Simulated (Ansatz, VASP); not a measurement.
## MoAs3 in VASP and in Ansatz

File INCAR:

```
SYSTEM = MoAs3
ALGO = Normal
EDIFF = 1E-6
EDIFFG = -0.01
ENCUT = 600
GGA = PE
IBRION = 2
ISIF = 3
ISMEAR = 0
LASPH = .TRUE.
LCHARG = .FALSE.
LREAL = .FALSE.
LWAVE = .FALSE.
NELM = 60
NSW = 100
PREC = Accurate
SIGMA = 0.1
```

The input KPOINTS:

```
k-points
0
G
  12 12 12
  0 0 0
```

The input POSCAR:

```
MoAs3
1.0
    4.1260381797      0.0000000000      0.0000000000
    0.0000000000      4.1260381797      0.0000000000
    0.0000000000      0.0000000000      4.1260381797
Mo As
1 3
Direct
    0.0000000000      0.0000000000      0.0000000000
    0.0000000000      0.5000000000      0.5000000000
    0.5000000000      0.0000000000      0.5000000000
    0.5000000000      0.5000000000      0.0000000000
```

Input for Ansatz:

```yaml
crystal:
  lattice:
    - [4.1260381797, 0.0, 0.0]
    - [0.0, 4.1260381797, 0.0]
    - [0.0, 0.0, 4.1260381797]
  atoms:
    - { symbol: Mo, position: [0.0, 0.0, 0.0] }
    - { symbol: As, position: [0.0, 0.5, 0.5] }
    - { symbol: As, position: [0.5, 0.0, 0.5] }
    - { symbol: As, position: [0.5, 0.5, 0.0] }
basis:
  ecutwfc: 420
kpoints:
  mp_grid: { grid: [12, 12, 12] }
hamiltonian:
  xc: pbe
scf:
  occupations: { method: gaussian, width: 0.1 }
output:
  forces: true
  stress: true
  eigenvalues: true
relax:
  adjacent_minimum: "off"
  f_tol: 0.01
  max_steps: 80
  cell: { stress_tol: 0.05 }
```

Alike in both runs: task relaxation of cell and atoms; functional PBE; k mesh 12 × 12 × 12; occupations gaussian, width 0.1 eV; no spin polarisation.

|  | VASP | Ansatz |
| --- | --- | --- |
| version | VASP 6.6.1 | Ansatz 0.2.0 |
| potentials or method | VASP PAW PBE potentials, release 64 (Mo_sv, As), cutoff 600 eV | scalar-relativistic, plane waves, PAW |
| valence electrons in the cell | 29 | 59 |

|  | VASP | Ansatz | Ansatz less VASP |
| --- | --- | --- | --- |
| gap on the k mesh at the Fermi level, each at its own relaxed structure (eV) | none | none | - |
| relaxed volume (Å³/atom) | 17.56 | 17.54 | -0.018 |
| relaxed length of the cell vector where the two differ most in proportion (Å) | 4.126 | 4.125 | -0.0014 |

A gap of «none» marks a metal or a gap that the smearing closes. VASP's potentials hold 29 valence electrons a cell and Ansatz's 59, so a difference there can come from the potentials and not from the codes.

Noted on VASP's run: the relaxation stopped at its first step, so nothing moved.
